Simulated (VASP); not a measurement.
# Ni (Im-3m) in VASP: notebook, part 2 of 2

VASP 6.6.1. The steps go on from the part before.

### Step 3. Single point, PBE, collinear spin, ferromagnetic start

This run uses another cell than the first one, of 10.90 Å³/atom, 0.992 times its volume.

INCAR reads:

```
PREC = Accurate
ENCUT = 520
EDIFF = 1E-7
ISMEAR = 0
SIGMA = 0.05
LREAL = False
LASPH = True
NELM = 150
ALGO = Normal
ISIF = 2
LWAVE = False
LCHARG = False
ISPIN = 2
MAGMOM = 0.8
LORBIT = 11
LMAXMIX = 4
GGA = PE
NBANDS = 15
```

KPOINTS reads:

```
Automatic mesh
0
Gamma
  20 20 20
```

POSCAR reads:

```
Ni
1.0
   -1.3969149756      1.3969149756      1.3969149756
    1.3969149756     -1.3969149756      1.3969149756
    1.3969149756      1.3969149756     -1.3969149756
Ni
1
Direct
    0.0000000000      0.0000000000      0.0000000000
```

Potentials or basis: VASP PAW PBE potentials, release 64 (Ni).

Launch:

```bash
> cat potpaw_PBE.64/Ni/POTCAR > POTCAR
> mpirun -np 1 vasp_std > vasp.out
```

OUTCAR:

```text
PREC = Accurate
   ENCUT = 520
   EDIFF = 1E-7
   ISMEAR = 0
   LREAL = False
   LASPH = True
   NELM = 150
   ISIF = 2
   ISPIN = 2
   LORBIT = 11
   GGA = PE

 ion  position               nearest neighbor table
   1  0.000  0.000  0.000-

  LATTYP: Found a body centered cubic cell.
 ALAT       =     2.7938299512

  Lattice vectors:

 A1 = (  -1.3969149756,   1.3969149756,   1.3969149756)
 A2 = (   1.3969149756,  -1.3969149756,   1.3969149756)
 A3 = (   1.3969149756,   1.3969149756,  -1.3969149756)

Analysis of symmetry for initial positions (statically):
=====================================================================
 Subroutine PRICEL returns:
 Original cell was already a primitive cell.

 Routine SETGRP: Setting up the symmetry group for a
 body centered cubic supercell.

 Subroutine GETGRP returns: Found 48 space group operations
 (whereof 48 operations were pure point group operations)
 out of a pool of 48 trial point group operations.

The static configuration has the point symmetry O_h .

Analysis of symmetry for dynamics (positions and initial velocities):
=====================================================================
 Subroutine PRICEL returns:
 Original cell was already a primitive cell.

 Routine SETGRP: Setting up the symmetry group for a
 body centered cubic supercell.

 Subroutine GETGRP returns: Found 48 space group operations
 (whereof 48 operations were pure point group operations)
 out of a pool of 48 trial point group operations.

The dynamic configuration has the point symmetry O_h .

Analysis of structural, dynamic, and magnetic symmetry:
=====================================================================
 Subroutine PRICEL returns:
 Original cell was already a primitive cell.

 Routine SETGRP: Setting up the symmetry group for a
 body centered cubic supercell.

 Subroutine GETGRP returns: Found 48 space group operations
 (whereof 48 operations were pure point group operations)
 out of a pool of 48 trial point group operations.

The overall configuration has the point symmetry O_h .

[... 152 lines left out ...]
 Fermi energy:         9.2179829256

 spin component 1

 k-point     1 :       0.0000    0.0000    0.0000
  band No.  band energies     occupation
      1       0.3457      1.00000
      2       6.9150      1.00000
      3       6.9150      1.00000
      4       6.9150      1.00000
      5       8.3461      1.00000
      6       8.3461      1.00000
      7      35.6539      0.00000
      8      35.6539      0.00000
      9      35.6539      0.00000
     10      40.5384      0.00000
     11      40.5384      0.00000
     12      41.4957      0.00000
     13      41.4957      0.00000
     14      41.4957      0.00000
[... 403 lines left out ...]
      4       8.0832      1.00000
      5       8.4377      1.00000
      6       8.6433      1.00000
      7      22.5800      0.00000
      8      27.5276      0.00000
      9      30.8289      0.00000
     10      35.0477      0.00000
     11      39.1988      0.00000
     12      40.8540      0.00000
     13      47.1153      0.00000
     14      49.1293      0.00000
     15      53.0100      0.00000

 [... further k-points ...]

 spin component 2

 k-point     1 :       0.0000    0.0000    0.0000
  band No.  band energies     occupation
      1       0.3350      1.00000
      2       7.6261      1.00000
      3       7.6261      1.00000
      4       7.6261      1.00000
      5       8.8291      1.00000
      6       8.8291      1.00000
      7      35.5538      0.00000
      8      35.5538      0.00000
      9      35.5538      0.00000
     10      40.4623      0.00000
     11      40.4623      0.00000
     12      41.6825      0.00000
     13      41.6825      0.00000
     14      41.6825      0.00000
[... 403 lines left out ...]
      4       8.6322      1.00000
      5       8.9827      1.00000
      6       9.3273      0.00099
      7      22.7297      0.00000
      8      27.5964      0.00000
      9      30.9138      0.00000
     10      35.0791      0.00000
     11      39.2685      0.00000
     12      40.8890      0.00000
     13      47.1294      0.00000
     14      49.1941      0.00000
     15      53.0972      0.00000

 [... further k-points ...]
[... 5 lines left out ...]
  --------------------------------------------------------------------------------------
  -------------------------------------------------------------------------------------
  Total        0.0992935      0.0992935      0.0992935     -0.0000000      0.0000000      0.0000000
  in kB       14.5902151     14.5902151     14.5902151     -0.0000000      0.0000000      0.0000000
  external PRESSURE =      14.5902151 kB  Pullay stress =       0.0000000 kB

 VOLUME and BASIS-vectors are now :
 -----------------------------------------------------------------------------
  energy-cutoff  :      520.00
  volume of cell :       10.90
      direct lattice vectors                 reciprocal lattice vectors
    -1.396914976  1.396914976  1.396914976     0.000000000  0.357931591  0.357931591
     1.396914976 -1.396914976  1.396914976     0.357931591  0.000000000  0.357931591
     1.396914976  1.396914976 -1.396914976     0.357931591  0.357931591  0.000000000

 POSITION                                       TOTAL-FORCE (eV/Angst)
 -----------------------------------------------------------------------------------
      0.00000      0.00000      0.00000         0.000000     -0.000000      0.000000
 -----------------------------------------------------------------------------------
    total drift:                                0.000000      0.000000     -0.000000

  FREE ENERGIE OF THE ION-ELECTRON SYSTEM (eV)
  ---------------------------------------------------
  free  energy   TOTEN  =        -5.3773262962 eV

  energy  without entropy=       -5.3758884995  energy(sigma->0) =       -5.37660740

 total charge

# of ion       s       p       d       tot
------------------------------------------
    1        0.491   0.487   8.333   9.311

 magnetization (x)

# of ion       s       p       d       tot
------------------------------------------
    1       -0.004  -0.016   0.605   0.584
```

It took 41 s on 1 thread of Intel Xeon 6975P-C (Granite Rapids), shared host; peak memory 0.17 GiB.

What came out:

```yaml
Free_energy: -5.3773 eV
Pressure: 1.5 GPa
Net_moment: 0.58 μB per cell
Site_moments: Ni +0.58 μB
Valence_electrons_inside_the_program's_atomic_spheres: Ni 9.31
```

### Step 4. Single point, PBE, collinear spin, ferromagnetic start

This run uses another cell than the first one, of 11.02 Å³/atom, 1.002 times its volume.

INCAR reads:

```
SYSTEM = Ni
ALGO = Normal
EDIFF = 1E-7
ENCUT = 520
GGA = PE
ISIF = 2
ISMEAR = 0
ISPIN = 2
LASPH = .TRUE.
LCHARG = .TRUE.
LELF = .TRUE.
LMAXMIX = 4
LORBIT = 11
LREAL = .FALSE.
LVHAR = .TRUE.
LWAVE = .FALSE.
MAGMOM = 0.67
NBANDS = 15
NELM = 150
PREC = Accurate
SIGMA = 0.05
```

KPOINTS reads:

```
k-points
0
G
  20 20 20
  0 0 0
```

POSCAR reads:

```
Ni
1.0
   -1.4017825344      1.4017825344      1.4017825344
    1.4017825344     -1.4017825344      1.4017825344
    1.4017825344      1.4017825344     -1.4017825344
Ni
1
Direct
    0.0000000000      0.0000000000      0.0000000000
```

Launch:

```bash
> cat potpaw_PBE.64/Ni/POTCAR > POTCAR
> mpirun -np 1 vasp_std > vasp.out
```

It took 38 s on 1 thread of Intel Xeon 6975P-C (Granite Rapids), shared host; peak memory 0.17 GiB.

Results (log left out):

```yaml
Free_energy: -5.3776 eV
Pressure: -0.6 GPa
Net_moment: 0.58 μB per cell
Site_moments: Ni +0.59 μB
Valence_electrons_inside_the_program's_atomic_spheres: Ni 9.29
```

Levels at points of the mesh, in eV from the Fermi level:
Spin up:
```tsv
k point	band 2	band 3	band 4	band 5	band 6	band 7	band 8	band 9
(0.00, 0.00, 0.00)	-2.28	-2.28	-2.28	-0.87	-0.87	26.33	26.33	26.33
(0.50, 0.00, 0.00)	-3.17	-0.96	-0.72	-0.09	0.30	6.38	19.00	19.85
(0.50, 0.50, 0.50)	-4.10	-0.31	-0.30	-0.30	9.70	9.70	9.70	15.55
```
Spin down:
```
           k point  band 3  band 4  band 5  band 6  band 7  band 8
(0.00, 0.00, 0.00)   -1.56   -1.56   -0.38   -0.38   26.22   26.22
(0.50, 0.00, 0.00)   -0.39   -0.22    0.26    0.73    6.74   18.93
(0.50, 0.50, 0.50)    0.50    0.50    0.50    9.74    9.74    9.74
```

### Step 5. Single point, PBE, collinear spin, ferromagnetic start

INCAR reads:

```
PREC = Accurate ; ENCUT = 520
EDIFF = 1E-6 ; ISMEAR = 0
SIGMA = 0.05 ; LREAL = F
LASPH = T ; NELM = 150
ALGO = Normal ; ISIF = 2
LWAVE = F ; LCHARG = T
ISPIN = 2 ; MAGMOM = 0.68
LORBIT = 11 ; LMAXMIX = 4
GGA = PE ; LELF = T
LVHAR = T ; NBANDS = 15
```

KPOINTS reads:

```
Automatic mesh
0
Gamma
  20 20 20
```

POSCAR reads:

```
Ni
1.0
   -1.4006336540      1.4006336540      1.4006336540
    1.4006336540     -1.4006336540      1.4006336540
    1.4006336540      1.4006336540     -1.4006336540
Ni
1
Direct
    0.0000000000      0.0000000000      0.0000000000
```

Launch:

```bash
> cat potpaw_PBE.64/Ni/POTCAR > POTCAR
> mpirun -np 1 vasp_std > vasp.out
```

Wall time 35 s (1 thread of Intel Xeon 6975P-C (Granite Rapids), shared host); peak memory 0.17 GiB.

Results (log left out):

| Property | Result |
| --- | --- |
| Free energy | -5.3777 eV |
| Pressure | -0.2 GPa |
| Net moment | 0.58 μB per cell |
| Site moments | Ni +0.59 μB |
| Valence electrons inside the program's atomic spheres | Ni 9.30 |

Levels at points of the mesh, in eV from the Fermi level:
Spin up:
```
           k point  band 2  band 3  band 4  band 5  band 6  band 7  band 8  band 9
(0.00, 0.00, 0.00)   -2.28   -2.28   -2.28   -0.87   -0.87   26.35   26.35   26.35
(0.50, 0.00, 0.00)   -3.18   -0.96   -0.72   -0.09    0.29    6.40   19.02   19.89
(0.50, 0.50, 0.50)   -4.11   -0.30   -0.30   -0.30    9.72    9.72    9.72   15.58
```
Spin down:
| k point | band 2 | band 3 | band 4 | band 5 | band 6 | band 7 | band 8 | band 9 |
| --- | --- | --- | --- | --- | --- | --- | --- | --- |
| (0.00, 0.00, 0.00) | -1.57 | -1.57 | -1.57 | -0.38 | -0.38 | 26.25 | 26.25 | 26.25 |
| (0.50, 0.00, 0.00) | -2.53 | -0.39 | -0.22 | 0.26 | 0.73 | 6.76 | 18.96 | 20.00 |
| (0.50, 0.50, 0.50) | -3.79 | 0.50 | 0.50 | 0.50 | 9.76 | 9.76 | 9.76 | 15.67 |

### Step 6. Overview

| spin | cell | gap on the mesh (eV) | pressure (GPa) | moment (μB) |
| --- | --- | --- | --- | --- |
| off | a = 2.426 Å, angles 109.5°, 1 atom | none | -2.0 | - |
| collinear, ferromagnetic start | a = 2.420 Å, angles 109.5°, 1 atom | none | 1.5 | 0.58 |
| collinear, ferromagnetic start | a = 2.428 Å, angles 109.5°, 1 atom | none | -0.6 | 0.58 |
| collinear, ferromagnetic start | a = 2.426 Å, angles 109.5°, 1 atom | none | -0.2 | 0.58 |

Alike in all rows: task single point; level PBE; potentials or basis VASP PAW PBE potentials, release 64 (Ni); k mesh 20 × 20 × 20; cutoff (eV) 520; smearing gaussian 0.05 eV.

Every run on the cell as given and a fine mesh finds a metal.

Absolute energies hang on the potentials; compare differences alone.
